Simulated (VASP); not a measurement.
# TaN (P-6m2) in VASP: settings compared

The runs below take TaN through single point, with LDA, PBE, r2SCAN.

All numbers are computed with VASP 6.6.1; they aren't measurements. Logs are shortened: lines on timing, memory, paths and dates and some standing lists are left out, and cuts for length are marked.

**1. The cell of the first run**

The structure is hexagonal, space group P-6m2 (No. 187). The conventional cell has a = 2.907 Å, b = 2.907 Å, c = 2.851 Å, α = 90.00°, β = 90.00°, γ = 120.00°. Ta (site symmetry -6m2) has 6 N at 2.20 Å and 8 Ta at 2.85 to 2.91 Å within 3.0 Å. N (site symmetry -6m2) has 6 Ta at 2.20 Å and 8 N at 2.85 to 2.91 Å within 3.0 Å.

**2. Single point, LDA**

File INCAR:

```
PREC = Accurate ; ENCUT = 520
EDIFF = 1E-6 ; ISMEAR = -1
SIGMA = 0.1 ; LREAL = False
LASPH = True ; NELM = 60
ALGO = Normal ; ISIF = 2
LWAVE = False ; LCHARG = False
NBANDS = 15
```

File KPOINTS:

```
regular mesh
0
Gamma
  12 12 11
```

File POSCAR:

```
TaN
1.0
    2.9065823347      0.0000000000      0.0000000000
   -1.4532911673      2.5171741400      0.0000000000
    0.0000000000      0.0000000000      2.8513964979
Ta N
1 1
Direct
    0.3333333333      0.6666666667      0.5000000000
    0.0000000000      0.0000000000      0.0000000000
```

Potentials or basis: VASP PAW LDA potentials, release 64 (Ta_pv, N).

On the command line:

```bash
> cat potpaw_LDA.64/Ta_pv/POTCAR potpaw_LDA.64/N/POTCAR > POTCAR
> mpirun -np 1 vasp_std > vasp.out
```

OUTCAR:

```text
PREC = Accurate
   ENCUT = 520
   EDIFF = 1E-6
   ISMEAR = -1
   LREAL = False
   LASPH = True
   NELM = 60
   ISIF = 2

 ion  position               nearest neighbor table
   1  0.333  0.667  0.500-   2 2.20   2 2.20   2 2.20   2 2.20   2 2.20   2 2.20
   2  0.000  0.000  0.000-   1 2.20   1 2.20   1 2.20   1 2.20   1 2.20   1 2.20

  LATTYP: Found a hexagonal cell.
 ALAT       =     2.9065823347
 C/A-ratio  =     0.9810134961

  Lattice vectors:

 A1 = (   2.9065823347,   0.0000000000,   0.0000000000)
 A2 = (  -1.4532911673,   2.5171741400,   0.0000000000)
 A3 = (   0.0000000000,   0.0000000000,   2.8513964979)

Analysis of symmetry for initial positions (statically):
=====================================================================
 Subroutine PRICEL returns:
 Original cell was already a primitive cell.

 Routine SETGRP: Setting up the symmetry group for a
 hexagonal supercell.

 Subroutine GETGRP returns: Found 12 space group operations
 (whereof 12 operations were pure point group operations)
 out of a pool of 24 trial point group operations.

The static configuration has the point symmetry D_3h.

Analysis of symmetry for dynamics (positions and initial velocities):
=====================================================================
 Subroutine PRICEL returns:
 Original cell was already a primitive cell.

 Routine SETGRP: Setting up the symmetry group for a
 hexagonal supercell.

 Subroutine GETGRP returns: Found 12 space group operations
 (whereof 12 operations were pure point group operations)
 out of a pool of 24 trial point group operations.

The dynamic configuration has the point symmetry D_3h.

 Subroutine INISYM returns: Found 12 space group operations
 (whereof 12 operations are pure point group operations),
 and found     1 'primitive' translations

----------------------------------------------------------------------------------------

                                     Primitive cell

  volume of cell :      20.8619

  direct lattice vectors                    reciprocal lattice vectors
     2.906582335  0.000000000  0.000000000     0.344046679  0.198635443  0.000000000
    -1.453291167  2.517174140  0.000000000     0.000000000  0.397270886  0.000000000
     0.000000000  0.000000000  2.851396498     0.000000000  0.000000000  0.350705348

  length of vectors
     2.906582335  2.906582335  2.851396498     0.397270886  0.397270886  0.350705348

  position of ions in fractional coordinates (direct lattice)
     0.333333333  0.666666667  0.500000000
     0.000000000  0.000000000  0.000000000

[... 87 lines left out ...]
   NELECT =      16.0000    total number of electrons
   NUPDOWN=      -1.0000    fix difference up-down
   EMIN   =  10.00;   EMAX   =-10.00  energy-range for DOS
   EFERMI =   0.00;   METHOD = LEGACY
   ISMEAR =    -1;   SIGMA  =   0.10  broadening in eV -4-tet -1-fermi 0-gaus
   EFERMI_NEDOS =   21; number of points for ismear=-14 and -15
   IALGO  =     38    algorithm
   IMIX   =      4    mixing-type and parameters
     AMIX     =   0.40;   BMIX     =  1.00
     AMIX_MAG =   1.60;   BMIX_MAG =  1.00
  volume/ion in A,a.u.               =      10.43        70.39
  Fermi-wavevector in a.u.,A,eV,Ry     =   1.498524  2.831799 30.552885  2.245574
  Thomas-Fermi vector in A             =   2.610272
   LORBIT       =      0    0 simple, 1 ext, 2 COOP (PROOUT), +10 PAW based schemes
   GGA     = CA    functional components
   LHFCALC =     F    Hartree Fock is set to
   AEXX    =    0.0000 exact exchange contribution
   IVDW    =     0    specifies the selected vdW correction
   LEPSILON=     F    determine dielectric tensor
   LRPA    =     F    only Hartree local field effects (RPA)
 non-spin polarized calculation
  energy-cutoff  :      520.00
  volume of cell :       20.86
 maximum number of plane-waves:       581
 NGX is ok and might be reduce to    24
   NGX = 11   NGY = 11   NGZ = 11

 number of electron      16.0000000 magnetization

 Free energy of the ion-electron system (eV)
  ---------------------------------------------------
  ext. energy  EPLUGINS =         0.00000000
  ---------------------------------------------------
  free energy    TOTEN  =       -24.71877417 eV

  energy without entropy =      -24.71535311  energy(sigma->0) =      -24.71706364

 E-fermi :   8.4715     XC(G=0): -13.7581

 val. band max:        8.3479249530   @ k =   0.0000   0.0000   0.4545
 cond. band min:       8.4927394097   @ k =   0.0000   0.0000   0.2727
 fundamental gap:      0.1448144567
 Fermi energy:         8.4714602485

 k-point     1 :       0.0000    0.0000    0.0000
  band No.  band energies     occupation
      1     -26.0797      2.00000
      2     -25.7966      2.00000
      3     -25.7966      2.00000
      4      -9.3260      2.00000
      5       3.7675      2.00000
      6       3.7675      2.00000
      7       4.1075      2.00000
      8       5.5502      2.00000
      9      11.0721      0.00000
     10      12.1936      0.00000
     11      12.1936      0.00000
     12      12.5807      0.00000
     13      12.5807      0.00000
     14      20.9636      0.00000
[... 401 lines left out ...]
      2     -26.0356      2.00000
      3     -25.9884      2.00000
      4      -7.4608      2.00000
      5       0.7556      2.00000
      6       3.3551      2.00000
      7       4.7843      2.00000
      8       5.6210      2.00000
      9      11.2268      0.00000
     10      11.5424      0.00000
     11      13.2925      0.00000
     12      13.5926      0.00000
     13      15.8450      0.00000
     14      20.9735      0.00000
     15      22.0101      0.00000

 [... further k-points ...]

------------------------ aborting loop because EDIFF is reached ----------------------------------------

  FORCE on cell =-STRESS in cart. coord.  units (eV):
  Direction    XX          YY          ZZ          XY          YZ          ZX
  --------------------------------------------------------------------------------------
  -------------------------------------------------------------------------------------
  Total        0.2557597      0.2557597      0.2862591      0.0000000      0.0000000      0.0000000
  in kB       19.6421551     19.6421551     21.9844912      0.0000000      0.0000000      0.0000000
  external PRESSURE =      20.4229338 kB  Pullay stress =       0.0000000 kB

 VOLUME and BASIS-vectors are now :
 -----------------------------------------------------------------------------
  energy-cutoff  :      520.00
  volume of cell :       20.86
      direct lattice vectors                 reciprocal lattice vectors
     2.906582335  0.000000000  0.000000000     0.344046679  0.198635443  0.000000000
    -1.453291167  2.517174140  0.000000000     0.000000000  0.397270886  0.000000000
     0.000000000  0.000000000  2.851396498     0.000000000  0.000000000  0.350705348

 POSITION                                       TOTAL-FORCE (eV/Angst)
 -----------------------------------------------------------------------------------
     -0.00000      1.67812      1.42570        -0.000000      0.000000      0.000000
      0.00000      0.00000      0.00000         0.000000      0.000000      0.000000
 -----------------------------------------------------------------------------------
    total drift:                                0.000000     -0.000000     -0.000000

  FREE ENERGIE OF THE ION-ELECTRON SYSTEM (eV)
  ---------------------------------------------------
  free  energy   TOTEN  =       -24.7187741653 eV

  energy  without entropy=      -24.7153531072  energy(sigma->0) =      -24.71706364
```

OSZICAR:

```text
N       E                     dE             d eps       ncg     rms          rms(c)
DAV:   1     0.887358229904E+02    0.88736E+02   -0.88569E+03  3420   0.114E+03
DAV:   2    -0.245087199571E+02   -0.11324E+03   -0.10657E+03  4078   0.302E+02
DAV:   3    -0.272452603497E+02   -0.27365E+01   -0.27219E+01  4148   0.429E+01
DAV:   4    -0.272549704922E+02   -0.97101E-02   -0.97066E-02  4309   0.281E+00
DAV:   5    -0.272550228620E+02   -0.52370E-04   -0.52367E-04  4078   0.194E-01    0.250E+01
DAV:   6    -0.248538066144E+02    0.24012E+01   -0.43037E+00  3994   0.234E+01    0.107E+01
DAV:   7    -0.247587167261E+02    0.95090E-01   -0.47356E-01  3553   0.536E+00    0.723E+00
DAV:   8    -0.247240306286E+02    0.34686E-01   -0.12734E-01  3966   0.306E+00    0.132E+00
DAV:   9    -0.247189740064E+02    0.50566E-02   -0.10643E-02  3637   0.834E-01    0.175E-01
DAV:  10    -0.247188356141E+02    0.13839E-03   -0.60861E-04  4078   0.292E-01    0.123E-01
DAV:  11    -0.247187734954E+02    0.62119E-04   -0.94543E-05  3686   0.897E-02    0.127E-02
DAV:  12    -0.247187741653E+02   -0.66992E-06   -0.66118E-06  3679   0.215E-02
   1 F= -.24718774E+02 E0= -.24717064E+02  d E =-.342106E-02
```

stdout:

```text
POSCAR found type information on POSCAR TaN
 POSCAR found :  2 types and       2 ions
 scaLAPACK will be used
 LDA part: xc-table for (Slater(with rela. corr.)+CA(PZ))
 , standard interpolation
 POSCAR, INCAR and KPOINTS ok, starting setup
 FFT: planning ... GRIDC
 FFT: planning ... GRID_SOFT
 FFT: planning ... GRID
 WAVECAR not read
 entering main loop
```

It took 27 s on 1 thread of Intel Xeon 8259CL, shared host; peak memory 0.16 GiB.

Results:

| Item | Value |
| --- | --- |
| Free energy | -24.7188 eV |
| Pressure | 2.0 GPa |
| Band gap on the k mesh | zero (bands 8 and 9 overlap by 0.26 eV) |

Stress tensor (GPa, compression positive):
```
1.96 0.00 0.00
0.00 1.96 0.00
0.00 0.00 2.20
```

Levels at points of the mesh, in eV from the Fermi level:
| k point | band 5 | band 6 | band 7 | band 8 | band 9 | band 10 | band 11 | band 12 |
| --- | --- | --- | --- | --- | --- | --- | --- | --- |
| (0.00, 0.00, 0.00) | -4.70 | -4.70 | -4.36 | -2.92 | 2.60 | 3.72 | 3.72 | 4.11 |
| (0.50, 0.00, 0.00) | -8.43 | -5.36 | -3.63 | -3.20 | 3.06 | 4.21 | 5.36 | 5.50 |

Caveat: spin-orbit coupling is left out, which moves the levels of the heavy elements.

**3. Single point, PBE**

This run uses another cell than the first one, of 10.92 Å³/atom.

File INCAR:

```
SYSTEM = TaN
PREC = Accurate
ENCUT = 520
EDIFF = 1E-7
ISMEAR = -1
SIGMA = 0.1
LREAL = .FALSE.
LASPH = .TRUE.
NELM = 100
ALGO = Normal
ISIF = 2
LWAVE = .FALSE.
LCHARG = .TRUE.
GGA = PE
LELF = .TRUE.
LVHAR = .TRUE.
NBANDS = 15
```

File KPOINTS:

```
regular mesh
0
G
  12 12 11
  0 0 0
```

File POSCAR:

```
TaN
1.0
    2.9499657227      0.0000000000      0.0000000000
   -1.4749828613      2.5547452561      0.0000000000
    0.0000000000      0.0000000000      2.8976200183
Ta N
1 1
Direct
    0.3333333333      0.6666666667      0.5000000000
    0.0000000000      0.0000000000      0.0000000000
```

Potentials or basis: VASP PAW PBE potentials, release 64 (Ta_pv, N).

On the command line:

```bash
> cat potpaw_PBE.64/Ta_pv/POTCAR potpaw_PBE.64/N/POTCAR > POTCAR
> mpirun -np 1 vasp_std > vasp.out
```

Run time: 40 s. Hardware: 1 thread of Intel Xeon 8259CL, shared host; peak memory 0.17 GiB.

Results (log left out):

| Property | Result |
| --- | --- |
| Free energy | -22.4473 eV |
| Pressure | 0.7 GPa |
| Band gap on the k mesh | zero (bands 8 and 9 overlap by 0.19 eV) |

Stress tensor (GPa, compression positive):
```
0.67 0.00 0.00
0.00 0.67 0.00
0.00 0.00 0.84
```

Levels at points of the mesh, in eV from the Fermi level:
```
           k point  band 4  band 5  band 6  band 7  band 8  band 9  band 10  band 11  band 12  band 13
(0.00, 0.00, 0.00)  -17.70   -4.52   -4.52   -4.17   -2.94    2.10     3.50     3.50     3.91     3.91
(0.50, 0.00, 0.00)  -15.46   -8.23   -5.15   -3.44   -3.17    2.94     3.93     5.12     5.19     7.28
```

Caveat: spin-orbit coupling is left out, which moves the levels of the heavy elements.

**4. Single point, r2SCAN**

This run uses another cell than the first one, of 10.77 Å³/atom.

File POSCAR:

```
TaN
1.0
    2.9362710681      0.0000000000      0.0000000000
   -1.4681355340      2.5428853373      0.0000000000
    0.0000000000      0.0000000000      2.8848997317
Ta N
1 1
Direct
    0.3333333333      0.6666666667      0.5000000000
    0.0000000000      0.0000000000      0.0000000000
```

File INCAR.step1:

```
ALGO = Normal
EDIFF = 1E-4
ENCUT = 520
GGA = PE
ISMEAR = -1
LASPH = T
LCHARG = F
LREAL = F
LWAVE = T
NBANDS = 15
NELM = 60
PREC = Accurate
SIGMA = 0.1
```

File INCAR.step2:

```
ALGO = Normal
EDIFF = 1E-6
ENCUT = 520
ISIF = 2
ISMEAR = -1
ISTART = 1
LASPH = T
LCHARG = F
LMIXTAU = T
LREAL = F
LWAVE = F
METAGGA = R2SCAN
NBANDS = 15
NELM = 60
PREC = Accurate
SIGMA = 0.1
```

File KPOINTS:

```
k-points
0
Gamma
  12 12 11
```

Potentials or basis: VASP PAW PBE potentials, release 64 (Ta_pv, N).

On the command line:

```bash
> cat potpaw_PBE.64/Ta_pv/POTCAR potpaw_PBE.64/N/POTCAR > POTCAR
> cp INCAR.step1 INCAR
> mpirun -np 1 vasp_std > vasp.out
> cp INCAR.step2 INCAR
> mpirun -np 1 vasp_std > vasp.out
```

OUTCAR:

```text
EDIFF = 1E-6
   ENCUT = 520
   ISIF = 2
   ISMEAR = -1
   ISTART = 1
   LASPH = T
   LREAL = F
   METAGGA = R2SCAN
   NELM = 60
   PREC = Accurate

 ion  position               nearest neighbor table
   1  0.333  0.667  0.500-   2 2.23   2 2.23   2 2.23   2 2.23   2 2.23   2 2.23
   2  0.000  0.000  0.000-   1 2.23   1 2.23   1 2.23   1 2.23   1 2.23   1 2.23

  LATTYP: Found a hexagonal cell.
 ALAT       =     2.9362710681
 C/A-ratio  =     0.9825045661

  Lattice vectors:

 A1 = (   2.9362710681,   0.0000000000,   0.0000000000)
 A2 = (  -1.4681355340,   2.5428853373,   0.0000000000)
 A3 = (   0.0000000000,   0.0000000000,   2.8848997317)

Analysis of symmetry for initial positions (statically):
=====================================================================
 Subroutine PRICEL returns:
 Original cell was already a primitive cell.

 Routine SETGRP: Setting up the symmetry group for a
 hexagonal supercell.

 Subroutine GETGRP returns: Found 12 space group operations
 (whereof 12 operations were pure point group operations)
 out of a pool of 24 trial point group operations.

The static configuration has the point symmetry D_3h.
[... 175 lines left out ...]
      6       3.4021      2.00000
      7       3.8225      2.00000
      8       5.0693      2.00000
      9      10.7254      0.00000
     10      11.9727      0.00000
     11      11.9727      0.00000
     12      12.4532      0.00000
     13      12.4532      0.00000
     14      18.8315      0.00000
[... 401 lines left out ...]
      2     -27.8787      2.00000
      3     -27.8282      2.00000
      4      -8.8634      2.00000
      5       0.3478      2.00000
      6       2.9738      2.00000
      7       4.3627      2.00000
      8       5.3030      2.00000
      9      10.9961      0.00000
     10      11.4217      0.00000
     11      13.1672      0.00000
     12      13.3617      0.00000
     13      15.6810      0.00000
     14      18.8306      0.00000
     15      22.2837      0.00000

 [... further k-points ...]

------------------------ aborting loop because EDIFF is reached ----------------------------------------

  FORCE on cell =-STRESS in cart. coord.  units (eV):
  Direction    XX          YY          ZZ          XY          YZ          ZX
  --------------------------------------------------------------------------------------
  -------------------------------------------------------------------------------------
  Total        0.1976278      0.1976278      0.2271048      0.0000000      0.0000000     -0.0000000
  in kB       14.6995794     14.6995794     16.8920862      0.0000000      0.0000000     -0.0000000
  external PRESSURE =      15.4304150 kB  Pullay stress =       0.0000000 kB

 VOLUME and BASIS-vectors are now :
 -----------------------------------------------------------------------------
  energy-cutoff  :      520.00
  volume of cell :       21.54
      direct lattice vectors                 reciprocal lattice vectors
     2.936271068  0.000000000  0.000000000     0.340568012  0.196627033  0.000000000
    -1.468135534  2.542885337  0.000000000     0.000000000  0.393254067  0.000000000
     0.000000000  0.000000000  2.884899732     0.000000000  0.000000000  0.346632498

 POSITION                                       TOTAL-FORCE (eV/Angst)
 -----------------------------------------------------------------------------------
     -0.00000      1.69526      1.44245        -0.000000      0.000000      0.000000
      0.00000      0.00000      0.00000         0.000000      0.000000      0.000000
 -----------------------------------------------------------------------------------
    total drift:                                0.000001     -0.000000     -0.000000

  FREE ENERGIE OF THE ION-ELECTRON SYSTEM (eV)
  ---------------------------------------------------
  free  energy   TOTEN  =       -60.3965454637 eV

  energy  without entropy=      -60.3943712010  energy(sigma->0) =      -60.39545833
```

OSZICAR.step1:

```text
N       E                     dE             d eps       ncg     rms          rms(c)
DAV:   1     0.926320392159E+02    0.92632E+02   -0.86866E+03  3428   0.113E+03
DAV:   2    -0.219880108057E+02   -0.11462E+03   -0.10773E+03  4127   0.307E+02
DAV:   3    -0.249672504102E+02   -0.29792E+01   -0.29644E+01  3861   0.460E+01
DAV:   4    -0.249800285993E+02   -0.12778E-01   -0.12774E-01  4505   0.326E+00
DAV:   5    -0.249801047331E+02   -0.76134E-04   -0.76132E-04  3931   0.234E-01    0.235E+01
DAV:   6    -0.225199137496E+02    0.24602E+01   -0.40355E+00  4414   0.237E+01    0.990E+00
DAV:   7    -0.224694072300E+02    0.50507E-01   -0.62702E-01  3763   0.619E+00    0.697E+00
DAV:   8    -0.224502616529E+02    0.19146E-01   -0.15745E-01  4239   0.339E+00    0.169E+00
DAV:   9    -0.224412472747E+02    0.90144E-02   -0.17805E-02  3749   0.112E+00    0.178E-01
DAV:  10    -0.224413297614E+02   -0.82487E-04   -0.12782E-03  4183   0.399E-01    0.964E-02
DAV:  11    -0.224412534067E+02    0.76355E-04   -0.91435E-05  2499   0.103E-01
   1 F= -.22441253E+02 E0= -.22439869E+02  d E =-.276947E-02
```

Wall time 2.9 min (1 thread of Intel Xeon 8259CL, shared host); peak memory 0.17 GiB.

What came out:

* Free energy: -60.3965 eV
* Pressure: 1.5 GPa
* Band gap on the k mesh: zero (bands 8 and 9 overlap by 0.21 eV)

Caveat: the PAW data sets were made with another functional, which shifts forces and pressure a little; spin-orbit coupling is left out, which moves the levels of the heavy elements.

**5. Overview**

```csv
level,potentials or basis,cell,gap on the mesh (eV),pressure (GPa)
LDA,"VASP PAW LDA potentials, release 64 (Ta_pv, N)","a = 2.907, b = 2.907, c = 2.851 Å, angles 90.0, 90.0, 120.0°, 2 atoms",none,2.0
PBE,"VASP PAW PBE potentials, release 64 (Ta_pv, N)","a = 2.950, b = 2.950, c = 2.898 Å, angles 90.0, 90.0, 120.0°, 2 atoms",none,0.7
r2SCAN,"VASP PAW PBE potentials, release 64 (Ta_pv, N)","a = 2.936, b = 2.936, c = 2.885 Å, angles 90.0, 90.0, 120.0°, 2 atoms",none,1.5
```

Alike in all rows: task single point; no spin polarisation; k mesh 12 × 12 × 11; cutoff (eV) 520; smearing fermi-dirac 0.1 eV.

Caveats: spin-orbit coupling is left out, which moves the levels of the heavy elements; the PAW data sets were made with another functional, which shifts forces and pressure a little (at least some runs).

Absolute energies hang on the potentials; compare differences alone.

The gap in the log of VASP goes by the Fermi energy; the results here count the filled bands.